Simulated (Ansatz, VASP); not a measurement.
## SnO in VASP and in Ansatz

Contents of INCAR:

```
SYSTEM = SnO
ALGO = Normal
EDIFF = 1E-6
ENCUT = 520
GGA = PS
ISIF = 2
ISMEAR = 0
LASPH = .True.
LCHARG = .True.
LELF = .True.
LREAL = .False.
LVHAR = .True.
LWAVE = .False.
NBANDS = 28
NELM = 80
PREC = Accurate
SIGMA = 0.01
```

File KPOINTS:

```
k-points
0
Gamma
  4 2 4
  0 0 0
```

The input POSCAR:

```
SnO
1.0
    3.3550000000      0.0000000000      0.0000000000
    0.0000000000      5.6741000000      0.0000000000
    0.0000000000      0.0000000000      4.2219700000
Sn O
2 2
Direct
    0.0000000000      0.2319100000      0.5131400000
    0.5000000000      0.7680900000      0.0131400000
    0.0000000000      0.8912500000      0.7368600000
    0.5000000000      0.1087500000      0.2368600000
```

Input for Ansatz:

```yaml
crystal:
  lattice:
    bravais: orthorhombic
    a: 3.355
    b: 5.6741
    c: 4.22197
  space_group: 31
  setting:
    hermann_mauguin: Pmn21
  atoms:
    - { symbol: Sn, position: [0.0, 0.23191, 0.51314] }
    - { symbol: O, position: [0.0, 0.89125, 0.73686] }
kpoints:
  mp_grid:
    grid: [4, 2, 4]
hamiltonian:
  xc: pbesol
scf:
  convergence:
    dr2_threshold: 1.0e-10
  occupations:
    method: fixed
output:
  forces: true
  stress: true
```

Alike in both runs: task single point; functional PBEsol; k mesh 4 × 2 × 4; no spin polarisation.

```csv
,VASP,Ansatz
version,VASP 6.6.1,Ansatz 0.2.0
potentials or method,"VASP PAW PBE potentials, release 64 (Sn_d, O)","plane waves, PAW"
plane-wave cutoff (eV),520,420
occupations,"gaussian, width 0.01 eV",fixed
valence electrons in the cell,40,40
```

```csv
,VASP,Ansatz,Ansatz less VASP
pressure (GPa),-3.0,-3.2,-0.19
"traceless stress, the component that is largest in VASP (GPa)",-0.53,-0.56,-0.037
rms of the force components (eV/Å),0.154,0.186,+0.0313
```

VASP's potentials were made for PBE, not for PBEsol. Atom by atom the forces differ by 0.033 eV/Å (rms over components).

The k mesh is coarse, so the values compare programs but aren't converged.
